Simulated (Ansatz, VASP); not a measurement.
## TaSi2: VASP beside Ansatz

```
CELL_PARAMETERS angstrom
4.87773 0.00000 0.00000
-2.43886 4.22423 0.00000
0.00000 0.00000 6.69886
ATOMIC_POSITIONS crystal
Ta 0.50000 0.00000 0.00000
Ta 0.50000 0.50000 0.66667
Ta 0.00000 0.50000 0.33333
Si 0.15897 0.31794 0.00000
Si 0.84103 0.15897 0.66667
Si 0.68206 0.84103 0.33333
Si 0.84103 0.68206 0.00000
Si 0.15897 0.84103 0.66667
Si 0.31794 0.15897 0.33333
```

Change from the starting cell: volume scaled by 1.06, ions relaxed.

Alike in both runs: functional PBE; k mesh 11 × 11 × 7; occupations fermi-dirac, width 0.05 eV; no spin polarisation.

Ansatz relaxed the structure, and its values are those at the end. VASP's run is a single point on that final structure, the one shown.

|  | VASP | Ansatz |
| --- | --- | --- |
| version | VASP 6.6.1 | Ansatz 0.2.0 |
| potentials or method | VASP PAW PBE potentials, release 64 (Ta_pv, Si) | plane-wave PAW, scalar-relativistic |
| plane-wave cutoff (eV) | 520 | 420 |
| valence electrons in the cell | 57 | 63 |

|  | VASP | Ansatz | Ansatz less VASP |
| --- | --- | --- | --- |
| pressure (GPa) | -7.5 | -7.6 | -0.05 |
| rms of the force components (eV/Å) | 0.004 | 0.006 | +0.0016 |

VASP's potentials hold 57 valence electrons a cell and Ansatz's 63, so a difference there can come from the potentials and not from the codes. Ansatz's warnings: stress scf threshold loose.

Spin-orbit coupling is off throughout.
